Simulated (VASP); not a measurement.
# GaN (P6_3mc) in VASP: settings compared, part 2 of 2

VASP 6.6.1.

**4. Single point, PBE**

This run uses another cell than the first one, of 11.56 Å³/atom, 0.943 times its volume.

Input file INCAR:

```
ALGO     = Normal         # electronic algorithm
EDIFF    = 1E-6           # SCF threshold, eV
ENCUT    = 520            # plane-wave cutoff, eV
GGA      = PE             # functional
ISIF     = 2              # what is computed and relaxed
ISMEAR   = -1             # smearing method
LASPH    = T              # aspherical terms in the spheres
LCHARG   = F              # write CHGCAR
LREAL    = F              # projectors in reciprocal space
LWAVE    = F              # write WAVECAR
NBANDS   = 46             # bands
NELM     = 80             # most SCF steps
PREC     = Accurate       # precision mode
SIGMA    = 0.05           # smearing width, eV
```

Input file KPOINTS:

```
k-points
0
Gamma
  10 10 3
```

Input file POSCAR:

```
GaN
1.0
    3.2115377864      0.0000000000      0.0000000000
   -1.6057688932      2.7812733083      0.0000000000
    0.0000000000      0.0000000000     10.3568400000
Ga N
4 4
Direct
    0.0000000000      0.0000000000      0.7858680000
    0.6666666667      0.3333333333      0.0373490000
    0.3333333333      0.6666666667      0.5373490000
    0.0000000000      0.0000000000      0.2858680000
    0.0000000000      0.0000000000      0.0930380000
    0.6666666667      0.3333333333      0.3437450000
    0.0000000000      0.0000000000      0.5930380000
    0.3333333333      0.6666666667      0.8437450000
```

Potentials or basis: VASP PAW PBE potentials, release 64 (Ga_d, N).

The run is started by

```bash
> cat potpaw_PBE.64/Ga_d/POTCAR potpaw_PBE.64/N/POTCAR > POTCAR
> mpirun -np 1 vasp_std > vasp.out
```

It took 2.2 min on 1 thread of Intel Xeon Platinum 8375C at 2.90GHz (Ice Lake), shared host; peak memory 0.24 GiB.

The run converged. Its results:

```
Free energy            : -46.3515 eV
Pressure               : -0.1 GPa
Largest force          : 0.332 eV/Å
Band gap on the k mesh : 0.82 eV, direct
```

Forces on the atoms (eV/Å):
```
Ga   0.000  0.000  0.023
Ga   0.000  0.000 -0.143
Ga   0.000  0.000 -0.143
Ga   0.000  0.000  0.023
N    0.000  0.000 -0.212
N    0.000  0.000  0.332
N    0.000  0.000 -0.212
N    0.000  0.000  0.332
```

Stress tensor (GPa, compression positive):
```
-2.57  0.00  0.00
 0.00 -2.57  0.00
 0.00  0.00  4.96
```

Levels at points of the mesh, in eV from the valence-band top:
```csv
k point,band 32,band 33,band 34,band 35,band 36,band 37,band 38,band 39,band 40,band 41
"(0.00, 0.00, 0.00)",-0.57,-0.57,-0.54,-0.54,0.00,0.82,3.31,3.52,3.57,7.00
"(0.50, 0.00, 0.00)",-2.33,-2.15,-1.93,-1.52,-0.75,1.94,2.44,4.70,4.74,5.84
```

**5. Single point, LDA**

This run uses another cell than the first one, of 11.56 Å³/atom, 0.943 times its volume.

Input file INCAR:

```
PREC     = Accurate       # precision mode
ENCUT    = 520            # plane-wave cutoff, eV
EDIFF    = 1E-6           # SCF threshold, eV
ISMEAR   = 0              # smearing method
SIGMA    = 0.01           # smearing width, eV
LREAL    = F              # projectors in reciprocal space
LASPH    = T              # aspherical terms in the spheres
NELM     = 80             # most SCF steps
ALGO     = Normal         # electronic algorithm
ISIF     = 2              # what is computed and relaxed
LWAVE    = F              # write WAVECAR
LCHARG   = F              # write CHGCAR
NBANDS   = 46             # bands
```

Input file KPOINTS:

```
regular mesh
0
Gamma
  12 12 4
```

POSCAR is that of step 4.

Potentials or basis: VASP PAW LDA potentials, release 64 (Ga_d, N).

The run is started by

```bash
> cat potpaw_LDA.64/Ga_d/POTCAR potpaw_LDA.64/N/POTCAR > POTCAR
> mpirun -np 1 vasp_std > vasp.out
```

It took 4.4 min on 1 thread of Oxide Virtual Turin-like, shared host; peak memory 0.26 GiB.

The run converged. Its results:

- Free energy: -53.2582 eV
- Pressure: -10.3 GPa
- Largest force: 0.211 eV/Å
- Band gap on the k mesh: 0.84 eV, direct

Forces on the atoms (eV/Å):
```
Ga   0.000  0.000  0.034
Ga   0.000  0.000  0.055
Ga   0.000  0.000  0.055
Ga   0.000  0.000  0.034
N    0.000  0.000 -0.211
N    0.000  0.000  0.122
N    0.000  0.000 -0.211
N    0.000  0.000  0.122
```

Stress tensor (GPa, compression positive):
```
-13.49   0.00   0.00
  0.00 -13.49   0.00
  0.00   0.00  -3.78
```

Levels at points of the mesh, in eV from the valence-band top:
| k point | band 33 | band 34 | band 35 | band 36 | band 37 | band 38 | band 39 | band 40 |
| --- | --- | --- | --- | --- | --- | --- | --- | --- |
| (0.00, 0.00, 0.00) | -0.59 | -0.56 | -0.56 | 0.00 | 0.84 | 3.28 | 3.43 | 3.51 |
| (0.50, 0.00, 0.00) | -2.18 | -1.95 | -1.54 | -0.76 | 1.80 | 2.31 | 4.60 | 4.62 |
| (0.00, 0.00, 0.50) | -0.58 | -0.58 | -0.58 | -0.58 | 2.25 | 2.25 | 3.54 | 3.54 |
| (0.50, 0.00, 0.50) | -1.80 | -1.80 | -1.42 | -1.42 | 2.35 | 2.35 | 4.39 | 4.39 |

As with any semilocal functional, this LDA gap is likely too small.

**6. Single point, PBEsol**

This run uses another cell than the first one, of 11.56 Å³/atom, 0.943 times its volume.

Input file INCAR:

```
SYSTEM = GaN
PREC     = Accurate       ! precision mode
ENCUT    = 520            ! plane-wave cutoff, eV
EDIFF    = 1E-6           ! SCF threshold, eV
ISMEAR   = 0              ! smearing method
SIGMA    = 0.01           ! smearing width, eV
LREAL    = .False.        ! projectors in reciprocal space
LASPH    = .True.         ! aspherical terms in the spheres
NELM     = 100            ! most SCF steps
ALGO     = Normal         ! electronic algorithm
ISIF     = 2              ! what is computed and relaxed
LWAVE    = .False.        ! write WAVECAR
LCHARG   = .True.         ! write CHGCAR
GGA      = PS             ! functional
LELF     = .True.         ! ELF
LVHAR    = .True.       
NBANDS   = 46             ! bands
```

Input file KPOINTS:

```
Automatic mesh
0
Gamma
  12 12 4
  0 0 0
```

POSCAR is that of step 5.

Potentials or basis: VASP PAW PBE potentials, release 64 (Ga_d, N).

The run is started by

```bash
> cat potpaw_PBE.64/Ga_d/POTCAR potpaw_PBE.64/N/POTCAR > POTCAR
> mpirun -np 1 vasp_std > vasp.out
```

Wall time 5.8 min (1 thread of Oxide Virtual Turin-like, shared host); peak memory 0.28 GiB.

The run converged. Its results:

- Free energy: -50.1720 eV
- Pressure: -6.2 GPa
- Largest force: 0.231 eV/Å
- Band gap on the k mesh: 0.79 eV, direct

Forces on the atoms (eV/Å):
```
Ga   0.000  0.000  0.020
Ga   0.000  0.000 -0.028
Ga   0.000  0.000 -0.028
Ga   0.000  0.000  0.020
N    0.000  0.000 -0.222
N    0.000  0.000  0.231
N    0.000  0.000 -0.222
N    0.000  0.000  0.231
```

Stress tensor (GPa, compression positive):
```
-9.09  0.00  0.00
 0.00 -9.09  0.00
 0.00  0.00 -0.55
```

Levels at points of the mesh, in eV from the valence-band top:
```
           k point  band 34  band 35  band 36  band 37  band 38  band 39
(0.00, 0.00, 0.00)    -0.55    -0.55     0.00     0.79     3.29     3.45
(0.50, 0.00, 0.00)    -1.96    -1.54    -0.77     1.87     2.37     4.61
(0.00, 0.00, 0.50)    -0.57    -0.57    -0.57     2.24     2.24     3.56
(0.50, 0.00, 0.50)    -1.79    -1.43    -1.43     2.42     2.42     4.39
```

Caveat: the PAW data sets were made with another functional, which shifts forces and pressure a little.

**7. Single point, r2SCAN**

This run uses another cell than the first one, of 11.56 Å³/atom, 0.943 times its volume.

POSCAR is that of step 6.

Input file INCAR.step1:

```
SYSTEM = GaN
ALGO = Normal
EDIFF = 1E-4
ENCUT = 520
GGA = PE
ISMEAR = 0
LASPH = .True.
LCHARG = .False.
LREAL = .False.
LWAVE = .True.
NBANDS = 46
NELM = 80
PREC = Accurate
SIGMA = 0.01
```

Input file INCAR.step2:

```
SYSTEM = GaN
ALGO = Normal
EDIFF = 1E-6
ENCUT = 520
ISIF = 2
ISMEAR = 0
ISTART = 1
LASPH = .True.
LCHARG = .True.
LELF = .True.
LMIXTAU = .True.
LREAL = .False.
LVHAR = .True.
LWAVE = .False.
METAGGA = R2SCAN
NBANDS = 46
NELM = 80
PREC = Accurate
SIGMA = 0.01
```

Input file KPOINTS:

```
k-points
0
Gamma
  12 12 4
  0 0 0
```

The run is started by

```bash
> cat potpaw_PBE.64/Ga_d/POTCAR potpaw_PBE.64/N/POTCAR > POTCAR
> cp INCAR.step1 INCAR
> mpirun -np 1 vasp_std > vasp.out
> cp INCAR.step2 INCAR
> mpirun -np 1 vasp_std > vasp.out
```

Run time: 23 min. Hardware: 1 thread of Oxide Virtual Turin-like, shared host; peak memory 0.3 GiB.

It converged, with:

```
Free energy            : -85.1320 eV
Pressure               : -5.4 GPa
Largest force          : 0.265 eV/Å
Band gap on the k mesh : 1.21 eV, direct
```

Forces on the atoms (eV/Å):
```
Ga   0.000  0.000 -0.014
Ga   0.000  0.000 -0.029
Ga   0.000  0.000 -0.029
Ga   0.000  0.000 -0.014
N    0.000  0.000 -0.222
N    0.000  0.000  0.265
N    0.000  0.000 -0.222
N    0.000  0.000  0.265
```

Stress tensor (GPa, compression positive):
```
-8.48  0.00  0.00
 0.00 -8.48  0.00
 0.00  0.00  0.70
```

Levels at points of the mesh, in eV from the valence-band top:
| k point | band 32 | band 33 | band 34 | band 35 | band 36 | band 37 | band 38 | band 39 | band 40 | band 41 |
| --- | --- | --- | --- | --- | --- | --- | --- | --- | --- | --- |
| (0.00, 0.00, 0.00) | -0.57 | -0.57 | -0.53 | -0.53 | 0.00 | 1.21 | 3.76 | 4.04 | 4.05 | 7.67 |
| (0.50, 0.00, 0.00) | -2.40 | -2.19 | -1.96 | -1.55 | -0.78 | 2.37 | 2.90 | 5.23 | 5.26 | 6.38 |
| (0.00, 0.00, 0.50) | -1.43 | -0.55 | -0.55 | -0.55 | -0.55 | 2.63 | 2.63 | 4.14 | 4.14 | 8.07 |
| (0.50, 0.00, 0.50) | -3.12 | -1.81 | -1.81 | -1.42 | -1.42 | 2.92 | 2.92 | 5.00 | 5.00 | 6.49 |

Caveat: the PAW data sets were made with another functional, which shifts forces and pressure a little. r2SCAN opens gaps a little over a GGA but as a rule still falls short of measured ones.

**8. The runs side by side**

```tsv
level	potentials or basis	cell	k mesh	smearing	gap on the mesh (eV)	pressure (GPa)	largest force (eV/Å)
PBEsol	VASP PAW PBE potentials, release 64 (Ga_d, N)	a = 3.275, b = 3.275, c = 10.560 Å, angles 90.0, 90.0, 120.0°, 8 atoms	10 × 10 × 3	fermi-dirac 0.05 eV	0.38	-14.2	0.29
LDA	VASP PAW LDA potentials, release 64 (Ga_d, N)	a = 3.212, b = 3.212, c = 10.357 Å, angles 90.0, 90.0, 120.0°, 8 atoms	10 × 10 × 3	fermi-dirac 0.05 eV	0.84	-10.2	0.21
PBE	VASP PAW PBE potentials, release 64 (Ga_d, N)	a = 3.212, b = 3.212, c = 10.357 Å, angles 90.0, 90.0, 120.0°, 8 atoms	10 × 10 × 3	fermi-dirac 0.05 eV	0.82	-0.1	0.33
LDA	VASP PAW LDA potentials, release 64 (Ga_d, N)	a = 3.212, b = 3.212, c = 10.357 Å, angles 90.0, 90.0, 120.0°, 8 atoms	12 × 12 × 4	gaussian 0.01 eV	0.84	-10.3	0.21
PBEsol	VASP PAW PBE potentials, release 64 (Ga_d, N)	a = 3.212, b = 3.212, c = 10.357 Å, angles 90.0, 90.0, 120.0°, 8 atoms	12 × 12 × 4	gaussian 0.01 eV	0.79	-6.2	0.23
r2SCAN	VASP PAW PBE potentials, release 64 (Ga_d, N)	a = 3.212, b = 3.212, c = 10.357 Å, angles 90.0, 90.0, 120.0°, 8 atoms	12 × 12 × 4	gaussian 0.01 eV	1.21	-5.4	0.26
```

Alike in all rows: task single point; no spin polarisation; cutoff (eV) 520.

Caveats: the PAW data sets were made with another functional, which shifts forces and pressure a little (some runs).

Absolute energies hang on the potentials; compare differences alone.
